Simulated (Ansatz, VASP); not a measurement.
## Two plane-wave programs on Be2C

INCAR

```
ALGO = Normal
EDIFF = 1E-6
ENCUT = 600
GGA = PE
GGA_COMPAT = False
ISIF = 2
ISMEAR = 0
IVDW = 13
LASPH = True
LCHARG = False
LREAL = False
LWAVE = False
NBANDS = 11
NELM = 120
PREC = Accurate
SIGMA = 0.01
```

The input KPOINTS:

```
k-points
0
Gamma
  8 8 8
```

POSCAR

```
Be2C
1.0
    0.0000000000      2.1604856385      2.1604856385
    2.1604856385      0.0000000000      2.1604856385
    2.1604856385      2.1604856385      0.0000000000
C Be
1 2
Direct
    0.0000000000      0.0000000000      0.0000000000
    0.2500000000      0.2500000000      0.2500000000
    0.7500000000      0.7500000000      0.7500000000
```

Input for Ansatz:

```yaml
crystal:
  lattice:
    - [0.0, 2.1604856385, 2.1604856385]
    - [2.1604856385, 0.0, 2.1604856385]
    - [2.1604856385, 2.1604856385, 0.0]
  atoms:
    - { symbol: C, position: [0.0, 0.0, 0.0] }
    - { symbol: Be, position: [0.25, 0.25, 0.25] }
    - { symbol: Be, position: [0.75, 0.75, 0.75] }
kpoints:
  mp_grid: { grid: [8, 8, 8] }
hamiltonian:
  xc: pbe
  dispersion: d4
scf:
  occupations: { method: fixed }
  n_extra_bands: 4
output:
  forces: true
  stress: true
  eigenvalues: true
```

Alike in both runs: task single point; functional PBE; dispersion D4; k mesh 8 × 8 × 8; no spin polarisation.

|  | VASP | Ansatz |
| --- | --- | --- |
| version | VASP 6.6.1 | Ansatz 0.2.0 |
| potentials or method | VASP PAW PBE potentials, release 64 (C, Be) | plane waves |
| plane-wave cutoff (eV) | 600 | 420 |
| occupations | gaussian, width 0.01 eV | fixed |
| valence electrons in the cell | 8 | 8 |

|  | VASP | Ansatz | Ansatz less VASP |
| --- | --- | --- | --- |
| gap on the k mesh at the Fermi level (eV) | 1.16 | 1.17 | +0.013 |
| pressure (GPa) | -2.5 | -2.7 | -0.28 |
